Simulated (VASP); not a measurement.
# P (Im-3m) in VASP: density of states with PBE

Aim: the density of states of P with PBE.

Everything below comes from runs of VASP 6.6.1. Logs are shortened: lines on timing, memory, paths and dates and some standing lists are left out, and cuts for length are marked.

### Step 1. The cell of the first run

The structure is cubic, space group Im-3m (No. 229). The conventional cell has a = 4.673 Å, b = 4.673 Å, c = 4.673 Å, α = 90.00°, β = 90.00°, γ = 90.00°. Within 3.1 Å of P (site symmetry 4/mmm) lie 4 P at 2.34 Å.

### Step 2. Density of states, PBE

POSCAR reads:

```
P
1.0
   -2.3363767235      2.3363767235      2.3363767235
    2.3363767235     -2.3363767235      2.3363767235
    2.3363767235      2.3363767235     -2.3363767235
P
3
Direct
    0.0000000000      0.5000000000      0.5000000000
    0.5000000000      0.0000000000      0.5000000000
    0.5000000000      0.5000000000      0.0000000000
```

INCAR.step1 reads:

```
SYSTEM = P
PREC = Accurate
ENCUT = 520
EDIFF = 1E-6
ISMEAR = 0
SIGMA = 0.1
LREAL = .FALSE.
LASPH = .TRUE.
NELM = 100
ALGO = Normal
ISIF = 2
LWAVE = .FALSE.
LCHARG = .TRUE.
GGA = PE
NBANDS = 14
```

KPOINTS.step1 reads:

```
Automatic mesh
0
G
  14 14 14
  0 0 0
```

INCAR.step2 reads:

```
SYSTEM = P
PREC = Accurate
ENCUT = 520
EDIFF = 1E-6
ISMEAR = -5
SIGMA = 0.1
LREAL = .FALSE.
LASPH = .TRUE.
NELM = 100
ALGO = Normal
ISIF = 2
LWAVE = .FALSE.
LCHARG = .FALSE.
GGA = PE
LORBIT = 10
NBANDS = 14
NEDOS = 1001
ICHARG = 11
```

KPOINTS.step2 reads:

```
Automatic mesh
0
G
  21 21 21
  0 0 0
```

Potentials or basis: VASP PAW PBE potentials, release 64 (P).

On the command line:

```console
cat potpaw_PBE.64/P/POTCAR > POTCAR
cp INCAR.step1 INCAR
cp KPOINTS.step1 KPOINTS
mpirun -np 1 vasp_std > vasp.out
cp INCAR.step2 INCAR
cp KPOINTS.step2 KPOINTS
mpirun -np 1 vasp_std > vasp.out
```

OUTCAR:

```text
SYSTEM = P
   PREC = Accurate
   ENCUT = 520
   EDIFF = 1E-6
   ISMEAR = -5
   LREAL = .FALSE.
   LASPH = .TRUE.
   NELM = 100
   ISIF = 2
   GGA = PE
   LORBIT = 10
   ICHARG = 11

 ion  position               nearest neighbor table
   1  0.000  0.500  0.500-   2 2.34   3 2.34   3 2.34   2 2.34
   2  0.500  0.000  0.500-   1 2.34   3 2.34   3 2.34   1 2.34
   3  0.500  0.500  0.000-   1 2.34   2 2.34   2 2.34   1 2.34

  LATTYP: Found a body centered cubic cell.
 ALAT       =     4.6727534470

  Lattice vectors:

 A1 = (  -2.3363767235,   2.3363767235,   2.3363767235)
 A2 = (   2.3363767235,  -2.3363767235,   2.3363767235)
 A3 = (   2.3363767235,   2.3363767235,  -2.3363767235)

Analysis of symmetry for initial positions (statically):
=====================================================================
 Subroutine PRICEL returns:
 Original cell was already a primitive cell.

 Routine SETGRP: Setting up the symmetry group for a
 body centered cubic supercell.

 Subroutine GETGRP returns: Found 48 space group operations
 (whereof 48 operations were pure point group operations)
 out of a pool of 48 trial point group operations.

The static configuration has the point symmetry O_h .

Analysis of symmetry for dynamics (positions and initial velocities):
=====================================================================
 Subroutine PRICEL returns:
 Original cell was already a primitive cell.

 Routine SETGRP: Setting up the symmetry group for a
 body centered cubic supercell.

 Subroutine GETGRP returns: Found 48 space group operations
 (whereof 48 operations were pure point group operations)
 out of a pool of 48 trial point group operations.

The dynamic configuration has the point symmetry O_h .

 Subroutine INISYM returns: Found 48 space group operations
 (whereof 48 operations are pure point group operations),
 and found     1 'primitive' translations

----------------------------------------------------------------------------------------

                                     Primitive cell

  volume of cell :      51.0139

  direct lattice vectors                    reciprocal lattice vectors
    -2.336376723  2.336376723  2.336376723     0.000000000  0.214006583  0.214006583
     2.336376723 -2.336376723  2.336376723     0.214006583  0.000000000  0.214006583
     2.336376723  2.336376723 -2.336376723     0.214006583  0.214006583  0.000000000

  length of vectors
     4.046723191  4.046723191  4.046723191     0.302651013  0.302651013  0.302651013

  position of ions in fractional coordinates (direct lattice)
     0.000000000  0.500000000  0.500000000
     0.500000000  0.000000000  0.500000000
     0.500000000  0.500000000  0.000000000

  ion indices of the primitive-cell ions
   primitive index   ion index
                 1           1
                 2           2
                 3           3

----------------------------------------------------------------------------------------

 KPOINTS: Automatic mesh

Automatic generation of k-mesh.
 Grid dimensions read from file:
 generate k-points for:   21   21   21

 Generating k-lattice:

  Cartesian coordinates                     Fractional coordinates (reciprocal lattice)
     0.000000000  0.010190790  0.010190790     0.047619048  0.000000000  0.000000000
     0.010190790  0.000000000  0.010190790     0.000000000  0.047619048  0.000000000
     0.010190790  0.010190790  0.000000000     0.000000000  0.000000000  0.047619048

  Length of vectors
     0.014411953  0.014411953  0.014411953

  Shift w.r.t. Gamma in fractional coordinates (k-lattice)
     0.000000000  0.000000000  0.000000000

 TETIRR: Found  10986 inequivalent tetrahedra from    55566

 Subroutine IBZKPT returns following result:
 ===========================================

 Found    286 irreducible k-points:

 Following reciprocal coordinates:
            Coordinates               Weight
  0.000000  0.000000  0.000000      1.000000
  0.047619  0.000000  0.000000     12.000000
  0.095238  0.000000  0.000000     12.000000
  0.142857  0.000000  0.000000     12.000000
  0.190476  0.000000  0.000000     12.000000
  0.238095  0.000000  0.000000     12.000000
[... 16 lines left out ...]
  0.142857  0.095238  0.000000     48.000000
  0.190476  0.095238  0.000000     48.000000
 [... further k-points ...]
   k-points           NKPTS =    286   k-points in BZ     NKDIM =    286   number of bands    NBANDS=     14
   number of dos      NEDOS =   1001   number of ions     NIONS =      3
   total plane-waves  NPLWV =  27000
   dimension x,y,z NGX =    30 NGY =   30 NGZ =   30
   dimension x,y,z NGXF=    60 NGYF=   60 NGZF=   60
   ions per type =               3
   NGX,Y,Z   is equivalent  to a cutoff of  12.32, 12.32, 12.32 a.u.
   NGXF,Y,Z  is equivalent  to a cutoff of  24.65, 24.65, 24.65 a.u.
 SYSTEM =  P
   PREC   = accura    normal or accurate (medium, high low for compatibility)
   ISTART =      0    job   : 0-new  1-cont  2-samecut
   ICHARG =     11    charge: 1-file 2-atom 10-const
   ISPIN  =      1    spin polarized calculation?
   LNONCOLLINEAR =      F non collinear calculations
   LSORBIT =      F    spin-orbit coupling
   LASPH  =      T    aspherical Exc in radial PAW
   ENCUT  =  520.0 eV  38.22 Ry    6.18 a.u.   7.52  7.52  7.52*2*pi/ulx,y,z
   NELM   =    100;   NELMIN=  2; NELMDL=  0     # of ELM steps
   EDIFF  = 0.1E-05   stopping-criterion for ELM
   LREAL  =      F    real-space projection
   EDIFFG = 0.1E-04   stopping-criterion for IOM
   NSW    =      0    number of steps for IOM
   IBRION =     -1    ionic relax: 0-MD 1-quasi-New 2-CG
   NFREE  =      0    steps in history (QN), initial steepest desc. (CG)
   ISIF   =      2    stress and relaxation
   ISYM   =      2    0-nonsym 1-usesym 2-fastsym
   POTIM  = 0.5000    time-step for ionic-motion
   TEBEG  =    0.0;   TEEND  =   0.0 temperature during run
   PSTRESS=    0.0 pullay stress
   NELECT =      15.0000    total number of electrons
   NUPDOWN=      -1.0000    fix difference up-down
   EMIN   =  10.00;   EMAX   =-10.00  energy-range for DOS
   EFERMI =   0.00;   METHOD = LEGACY
   ISMEAR =    -5;   SIGMA  =   0.10  broadening in eV -4-tet -1-fermi 0-gaus
   EFERMI_NEDOS =   21; number of points for ismear=-14 and -15
   IALGO  =     38    algorithm
   IMIX   =      4    mixing-type and parameters
     AMIX     =   0.40;   BMIX     =  1.00
     AMIX_MAG =   1.60;   BMIX_MAG =  1.00
  volume/ion in A,a.u.               =      17.00       114.75
  Fermi-wavevector in a.u.,A,eV,Ry     =   1.088619  2.057191 16.124132  1.185090
  Thomas-Fermi vector in A             =   2.224804
   LORBIT       =     10    0 simple, 1 ext, 2 COOP (PROOUT), +10 PAW based schemes
   GGA     = PE    functional components
   LHFCALC =     F    Hartree Fock is set to
   AEXX    =    0.0000 exact exchange contribution
   IVDW    =     0    specifies the selected vdW correction
   LEPSILON=     F    determine dielectric tensor
   LRPA    =     F    only Hartree local field effects (RPA)
 non-spin polarized calculation
 Fermi weights with tetrahedron method with Bloechl corrections
  energy-cutoff  :      520.00
  volume of cell :       51.01
 maximum number of plane-waves:      1415

 number of electron      14.9999997 magnetization

 Free energy of the ion-electron system (eV)
  ---------------------------------------------------
  ext. energy  EPLUGINS =         0.00000000
  ---------------------------------------------------
  free energy    TOTEN  =       -14.08034435 eV

  energy without entropy =      -14.08034435  energy(sigma->0) =      -14.08034435

 E-fermi :   7.2732     XC(G=0): -10.5229

 val. band max:        7.3412674014   @ k =  -0.3333   0.3333   0.3333
 cond. band min:       7.2285702181   @ k =  -0.1905   0.2857   0.0952
 fundamental gap:     -0.1126971832
 Fermi energy:         7.2732158062

 k-point     1 :       0.0000    0.0000    0.0000
  band No.  band energies     occupation
      1      -8.2159      2.00000
      2       1.1303      2.00000
      3       1.1303      2.00000
      4       2.0968      2.00000
      5       2.0968      2.00000
      6       2.0968      2.00000
      7       6.7881      2.00000
      8       6.7881      2.00000
      9       6.7881      2.00000
     10      10.0614      0.00000
     11      10.0614      0.00000
     12      10.0614      0.00000
     13      12.1842      0.00000
     14      16.3366      0.00000

 k-point     2 :       0.0476    0.0000    0.0000
  band No.  band energies     occupation
      1      -8.1902      2.00000
      2       0.7676      2.00000
      3       0.9826      2.00000
      4       2.0741      2.00000
      5       2.2659      2.00000
      6       2.4495      2.00000
      7       6.6493      2.00000
      8       6.7166      2.00000
      9       6.8317      2.00000
     10      10.1383      0.00000
     11      10.1815      0.00000
     12      10.2247      0.00000
     13      12.2871      0.00000
     14      15.6326      0.00000

 k-point     3 :       0.0952    0.0000    0.0000
  band No.  band energies     occupation
      1      -8.1133      2.00000
      2       0.1389      2.00000
      3       0.6885      2.00000
      4       2.0097      2.00000
      5       2.6238      2.00000
      6       3.0495      2.00000
      7       6.3099      2.00000
      8       6.5302      2.00000
      9       6.9614      2.00000
     10      10.3655      0.00000
     11      10.5134      0.00000
     12      10.6284      0.00000
     13      12.5914      0.00000
     14      14.6676      0.00000
[... 324 lines left out ...]
 k-point    23 :       0.1429    0.0952    0.0000
  band No.  band energies     occupation
      1      -7.7327      2.00000
      2      -1.3494      2.00000
      3      -0.2906      2.00000
      4       2.1943      2.00000
      5       3.1710      2.00000
      6       4.7221      2.00000
      7       5.0962      2.00000
      8       6.4770      2.00000
      9       7.2621      1.00443
     10      11.2733      0.00000
     11      11.7118      0.00000
     12      12.1570      0.00000
     13      12.2233      0.00000
     14      13.9336      0.00000

 k-point    24 :       0.1905    0.0952    0.0000
  band No.  band energies     occupation
      1      -7.5081      2.00000
      2      -1.9582      2.00000
      3      -0.5845      2.00000
      4       2.1090      2.00000
      5       3.5583      2.00000
      6       4.7059      2.00000
      7       5.3474      2.00000
      8       6.3091      2.00000
      9       7.5872     -0.05533
     10      11.3537      0.00000
     11      11.8958      0.00000
     12      12.2656      0.00000
     13      12.7876      0.00000
     14      13.5636      0.00000

 [... further k-points ...]
[... 5 lines left out ...]
  --------------------------------------------------------------------------------------
  -------------------------------------------------------------------------------------
  Total       -0.1013113     -0.1013113     -0.1013113      0.0000000     -0.0000000      0.0000000
  in kB       -3.1818509     -3.1818509     -3.1818509      0.0000000     -0.0000000      0.0000000
  external PRESSURE =      -3.1818509 kB  Pullay stress =       0.0000000 kB

 VOLUME and BASIS-vectors are now :
 -----------------------------------------------------------------------------
  energy-cutoff  :      520.00
  volume of cell :       51.01
      direct lattice vectors                 reciprocal lattice vectors
    -2.336376723  2.336376723  2.336376723     0.000000000  0.214006583  0.214006583
     2.336376723 -2.336376723  2.336376723     0.214006583  0.000000000  0.214006583
     2.336376723  2.336376723 -2.336376723     0.214006583  0.214006583  0.000000000

 POSITION                                       TOTAL-FORCE (eV/Angst)
 -----------------------------------------------------------------------------------
      2.33638      0.00000      0.00000        -0.000000     -0.000000      0.000000
      0.00000      2.33638      0.00000        -0.000000     -0.000000      0.000000
      0.00000      0.00000      2.33638         0.000000      0.000000     -0.000000
 -----------------------------------------------------------------------------------
    total drift:                                0.000000     -0.000000      0.000000

  FREE ENERGIE OF THE ION-ELECTRON SYSTEM (eV)
  ---------------------------------------------------
  free  energy   TOTEN  =       -14.0803443531 eV

  energy  without entropy=      -14.0803443531  energy(sigma->0) =      -14.08034435

 total charge

# of ion       s       p       d       tot
------------------------------------------
    1        1.101   1.284   0.000   2.385
    2        1.101   1.284   0.000   2.385
    3        1.101   1.284   0.000   2.385
--------------------------------------------------
tot          3.303   3.852   0.000   7.154
```

Wall time 2 min (1 thread of Intel Xeon Platinum 8488C (Sapphire Rapids), shared host); peak memory 0.27 GiB.

What came out:

| Quantity | Value |
| --- | --- |
| Valence electrons inside the program's atomic spheres | P 2.38 |

Caveat: tetrahedron occupations give inexact forces and stress in metals.
